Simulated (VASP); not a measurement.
# Te2I3 in VASP: notebook, part 2 of 2

VASP 6.6.1. Earlier steps stand in the parts before.

### Step 3. Single point, PBE

This run uses another cell than the first one, of 43.45 Å³/atom, 0.998 times its volume.

Contents of INCAR:

```
  PREC = Accurate
  ENCUT = 520
  EDIFF = 1E-7
  ISMEAR = 0
  SIGMA = 0.1
  LREAL = False
  LASPH = True
  NELM = 80
  ALGO = Normal
  ISIF = 2
  LWAVE = False
  LCHARG = False
  GGA = PE
  NBANDS = 24
```

Contents of KPOINTS:

```
Automatic mesh
0
Gamma
  6 6 6
```

Contents of POSCAR:

```
Te2I3
1.0
    4.4292099538      2.5572055591      3.1966671720
   -4.4292099538      2.5572055591      3.1966671720
    0.0000000000     -5.1144111182      3.1966671720
Te I
2 3
Direct
    0.3310613153      0.3310613153      0.3310613153
    0.6689386847      0.6689386847      0.6689386847
    0.5000000000      0.0000000000      0.0000000000
    0.0000000000      0.5000000000      0.0000000000
    0.0000000000      0.0000000000      0.5000000000
```

Potentials or basis: VASP PAW PBE potentials, release 64 (Te, I).

Command:

```sh
$ cat potpaw_PBE.64/Te/POTCAR potpaw_PBE.64/I/POTCAR > POTCAR
$ mpirun -np 1 vasp_std > vasp.out
```

OUTCAR:

```text
PREC = Accurate
   ENCUT = 520
   EDIFF = 1E-7
   ISMEAR = 0
   LREAL = False
   LASPH = True
   NELM = 80
   ISIF = 2
   GGA = PE

 ion  position               nearest neighbor table
   1  0.331  0.331  0.331-   5 3.00   4 3.00   3 3.00   2 3.24
   2  0.669  0.669  0.669-   5 3.00   4 3.00   3 3.00   1 3.24
   3  0.500  0.000  0.000-   1 3.00   2 3.00
   4  0.000  0.500  0.000-   1 3.00   2 3.00
   5  0.000  0.000  0.500-   1 3.00   2 3.00

  LATTYP: Found a trigonal (rhomboedric) cell.
 ALAT       =     6.0312421685
 COS(alpha) =    -0.0786213109

  Lattice vectors:

 A1 = (   4.4292099538,   2.5572055591,   3.1966671720)
 A2 = (  -4.4292099538,   2.5572055591,   3.1966671720)
 A3 = (   0.0000000000,  -5.1144111182,   3.1966671720)

Analysis of symmetry for initial positions (statically):
=====================================================================
 Subroutine PRICEL returns:
 Original cell was already a primitive cell.

 Routine SETGRP: Setting up the symmetry group for a
[... 174 lines left out ...]

 E-fermi :   2.9163     XC(G=0):  -7.8832

 val. band max:        2.8515634819   @ k =  -0.3333  -0.3333   0.1667
 cond. band min:       2.9282493855   @ k =  -0.3333   0.3333   0.1667
 fundamental gap:      0.0766859036
 Fermi energy:         2.9163131526

 k-point     1 :       0.0000    0.0000    0.0000
  band No.  band energies     occupation
      1     -10.3373      2.00000
      2      -9.2022      2.00000
      3      -9.2022      2.00000
      4      -7.8614      2.00000
      5      -7.2690      2.00000
      6      -1.3101      2.00000
[... 637 lines left out ...]
     23       9.0674      0.00000
     24       9.4122      0.00000

 [... further k-points ...]

------------------------ aborting loop because EDIFF is reached ----------------------------------------

  FORCE on cell =-STRESS in cart. coord.  units (eV):
  Direction    XX          YY          ZZ          XY          YZ          ZX
  --------------------------------------------------------------------------------------
  -------------------------------------------------------------------------------------
  Total       -0.0362758     -0.0362758     -0.0356333     -0.0000000      0.0000000      0.0000000
  in kB       -0.2675391     -0.2675391     -0.2628004     -0.0000000      0.0000000      0.0000000
  external PRESSURE =      -0.2659596 kB  Pullay stress =       0.0000000 kB

 VOLUME and BASIS-vectors are now :
 -----------------------------------------------------------------------------
  energy-cutoff  :      520.00
  volume of cell :      217.24
      direct lattice vectors                 reciprocal lattice vectors
     4.429209954  2.557205559  3.196667172     0.112886949  0.065175311  0.104275270
    -4.429209954  2.557205559  3.196667172    -0.112886949  0.065175311  0.104275270
     0.000000000 -5.114411118  3.196667172     0.000000000 -0.130350621  0.104275270

 POSITION                                       TOTAL-FORCE (eV/Angst)
 -----------------------------------------------------------------------------------
      0.00000      0.00000      3.17488         0.000000      0.000000     -0.008566
      0.00000      0.00000      6.41512         0.000000     -0.000000      0.008566
      2.21460      1.27860      1.59833         0.000000     -0.000000     -0.000000
     -2.21460      1.27860      1.59833         0.000000     -0.000000     -0.000000
      0.00000     -2.55721      1.59833        -0.000000     -0.000000     -0.000000
 -----------------------------------------------------------------------------------
    total drift:                                0.000000     -0.000000      0.000000

  FREE ENERGIE OF THE ION-ELECTRON SYSTEM (eV)
  ---------------------------------------------------
  free  energy   TOTEN  =       -10.5908836533 eV

  energy  without entropy=      -10.5783369900  energy(sigma->0) =      -10.58461032
```

OSZICAR:

```text
N       E                     dE             d eps       ncg     rms          rms(c)
DAV:   1     0.186579223094E+03    0.18658E+03   -0.11629E+04  1536   0.107E+03
DAV:   2     0.521597580823E+01   -0.18136E+03   -0.17351E+03  2200   0.167E+02
DAV:   3    -0.104542654381E+02   -0.15670E+02   -0.15519E+02  1888   0.560E+01
DAV:   4    -0.108391677483E+02   -0.38490E+00   -0.38479E+00  2048   0.102E+01
DAV:   5    -0.108459102362E+02   -0.67425E-02   -0.67422E-02  1920   0.145E+00    0.118E+01
DAV:   6    -0.106203884914E+02    0.22552E+00   -0.20630E-01  1856   0.266E+00    0.749E+00
DAV:   7    -0.105970749902E+02    0.23314E-01   -0.30751E-01  1984   0.261E+00    0.106E+00
DAV:   8    -0.105906040797E+02    0.64709E-02   -0.45664E-02  1744   0.129E+00    0.892E-01
DAV:   9    -0.105909087366E+02   -0.30466E-03   -0.44327E-03  1880   0.364E-01    0.272E-01
DAV:  10    -0.105908165885E+02    0.92148E-04   -0.87619E-04  1920   0.167E-01    0.644E-02
DAV:  11    -0.105908702037E+02   -0.53615E-04   -0.23686E-04  1904   0.730E-02    0.793E-02
DAV:  12    -0.105908750694E+02   -0.48657E-05   -0.10000E-05  1912   0.176E-02    0.355E-02
DAV:  13    -0.105908835974E+02   -0.85280E-05   -0.14931E-05  1720   0.187E-02    0.105E-02
DAV:  14    -0.105908836533E+02   -0.55892E-07   -0.59385E-07  2008   0.414E-03
   1 F= -.10590884E+02 E0= -.10584610E+02  d E =-.125467E-01
```

It took 99 s on 1 thread of Intel Xeon Platinum 8488C (Sapphire Rapids), shared host; peak memory 0.39 GiB.

Results:

* Free energy: -10.5909 eV
* Pressure: 0.0 GPa
* Largest force: 0.009 eV/Å

Forces on the atoms (eV/Å):
```
Te   0.000  0.000 -0.009
Te   0.000  0.000  0.009
I    0.000  0.000  0.000
I    0.000  0.000  0.000
I    0.000  0.000  0.000
```

Caveat: spin-orbit coupling is left out, which moves the levels of the heavy elements; an odd number of electrons without spin polarisation forces a metal; a magnetic or distorted state may lie lower.
